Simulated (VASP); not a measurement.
Here is a VASP 6.6.1 calculation.

The input INCAR:

```
SYSTEM = HfO2
PREC = Accurate ; ENCUT = 520
EDIFF = 1E-6 ; ISMEAR = -1
SIGMA = 0.05 ; LREAL = Auto
LASPH = .True. ; NELM = 80
ALGO = Normal ; ISIF = 2
LWAVE = .False. ; LCHARG = .False.
GGA = PE ; ISYM = 0
NBANDS = 68
```

Contents of KPOINTS:

```
regular mesh
0
Gamma
  1 1 1
  0 0 0
```

Contents of POSCAR:

```
HfO2
1.0
    5.8586830000      0.1288100000     -0.1763910000
    0.1288100000      5.4147420000     -0.0179830000
   -0.1763910000     -0.0179830000      5.7582330000
Hf O
5 10
Direct
    0.8430602373      0.6752916003      0.2555401991
    0.8556336783      0.2031808604      0.8420793118
    0.3111998591      0.3493963657      0.6290290874
    0.3017218695      0.9496918796      0.1132347947
    0.5760811767      0.7863879571      0.6602299958
    0.0837250260      0.4718058836      0.4169356860
    0.1801084138      0.2568828794      0.9126553281
    0.3315664228      1.0407305032      0.4551652893
    0.7833145061      0.5554895769      0.9368561498
    0.9662331541      0.9618859431      0.1075297626
    0.5754611149      0.0549791577      0.9348329343
    0.5237261648      0.7138922152      0.2957976007
    0.6570849672      0.4195924312      0.5764819529
    0.8528846314      0.9732261990      0.5639684431
    0.3133589581      0.6984184831      0.8515632069
```

Potentials or basis: VASP PAW PBE potentials, release 64 (Hf_pv, O).

Launch:

```console
$ cat potpaw_PBE.64/Hf_pv/POTCAR potpaw_PBE.64/O/POTCAR > POTCAR
$ mpirun -np 1 vasp_gam > vasp.out
```

**Question.** What does it give for the largest force?

**Answer.** 2.671 eV/Å.

**Question.** Predict the pressure.

**Answer.** 21.8 GPa.

**Question.** What does it give for the band gap on the k mesh?

**Answer.** 3.63 eV.

Stress tensor (GPa, compression positive):
```
33.02  2.77 -1.13
 2.77 20.81 -0.47
-1.13 -0.47 11.69
```

Caveat: the k points lie up to 1.16 Å⁻¹ apart; spin-orbit coupling is left out, which moves the levels of the heavy elements.
